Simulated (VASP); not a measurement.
The system is B.

```xyz
8
Lattice="3.7428 0.0000 0.0000 0.0000 3.7428 0.0000 0.0000 0.0000 3.7428" Properties=species:S:1:pos:R:3 pbc="T T T"
B     0.0000    0.0000    0.0000
B     1.8714    1.8714    1.8714
B     0.9357    0.0000    1.8714
B     2.8071    0.0000    1.8714
B     1.8714    0.9357    0.0000
B     1.8714    2.8071    0.0000
B     0.0000    1.8714    0.9357
B     0.0000    1.8714    2.8071
```

- Program: VASP 6.6.1
- Task: relaxation of cell and atoms
- Functional: BLYP
- Potentials or basis: VASP PAW PBE potentials, release 64 (B)
- Cutoff: 600 eV
- k mesh: 7 × 7 × 7
- Occupations: fermi-dirac, width 0.1 eV
- Spin: no spin polarisation

At the start: pressure -4.9 GPa; volume 6.55 Å³/atom.

**Question.** Where does the relaxation end?

**Answer.** Over 3 steps the energy falls by 2.5 meV/atom and the volume is 6.39 Å³/atom (-2.5 %); space group Pm-3n (No. 223, to 0.05 Å).

Step by step:
| step | energy change (eV) | largest force (eV/Å) | pressure (GPa) | volume (Å³) |
| --- | --- | --- | --- | --- |
| 1 | 0.0000 | 0.0000 | -4.89 | 52.43 |
| 2 | -0.0195 | 0.0000 | 0.87 | 50.93 |
| 3 | -0.0201 | 0.0000 | 0.00 | 51.14 |

Final structure:
```cif
data_structure
_symmetry_space_group_name_H-M 'P 1'
_symmetry_Int_Tables_number 1
_cell_length_a 3.7119
_cell_length_b 3.7119
_cell_length_c 3.7119
_cell_angle_alpha 90.000
_cell_angle_beta 90.000
_cell_angle_gamma 90.000
_cell_volume 51.14
loop_
_atom_site_label
_atom_site_type_symbol
_atom_site_fract_x
_atom_site_fract_y
_atom_site_fract_z
_atom_site_occupancy
B1 B 0.00000 0.00000 0.00000 1
B2 B 0.50000 0.50000 0.50000 1
B3 B 0.25000 0.00000 0.50000 1
B4 B 0.75000 0.00000 0.50000 1
B5 B 0.50000 0.25000 0.00000 1
B6 B 0.50000 0.75000 0.00000 1
B7 B 0.00000 0.50000 0.25000 1
B8 B 0.00000 0.50000 0.75000 1
```

Caveat: the PAW data sets were made with another functional, which shifts forces and pressure a little.
